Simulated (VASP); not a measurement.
Set up this calculation in VASP 6.6.1, as the native input.

```
Task                   : single point
Functional             : PBE
Potentials or basis    : VASP PAW PBE potentials, release 64 (Sb)
Cutoff                 : 520 eV
k mesh                 : 10 × 7 × 10
Occupations            : fermi-dirac, width 0.08 eV
Spin                   : no spin polarisation
Dipole correction      : no
Further INCAR settings : ALGO = Normal; EDIFF = 1e-06; NBANDS = 12
```

The structure of Sb lies in POSCAR:

```
Sb
1.0
   -2.3960075578      2.3960075578      0.0000000000
    0.0000000000      0.0000000000      4.7920151155
    2.3960075578      2.3960075578      0.0000000000
Sb
2
Direct
    0.0000000000      0.0000000000      0.0000000000
    0.5000000000      0.5000000000      0.5000000000
```

This isn't the form of Sb at room conditions, which is rhombohedral.

One way to write it, as run:

INCAR

```
PREC = Accurate ; ENCUT = 520
EDIFF = 1E-6 ; ISMEAR = -1
SIGMA = 0.08 ; LREAL = False
LASPH = True ; NELM = 80
ALGO = Normal ; ISIF = 2
LWAVE = False ; LCHARG = False
GGA = PE ; NBANDS = 12
```

KPOINTS

```
regular mesh
0
Gamma
  10 7 10
```

Potentials or basis: VASP PAW PBE potentials, release 64 (Sb).

Command:

```bash
$ cat potpaw_PBE.64/Sb/POTCAR > POTCAR
$ mpirun -np 1 vasp_std > vasp.out
```

Results of the run:

| Property | Result |
| --- | --- |
| Pressure | -0.2 GPa |
| Band gap on the k mesh | zero (bands 5 and 6 overlap by 5.85 eV) |

Caveat: spin-orbit coupling is left out, which moves the levels of the heavy elements.

It took 16 s on 1 thread of AMD EPYC 9R45 96-Core Processor (Zen 5) (shared host), peak memory 0.17 GiB.
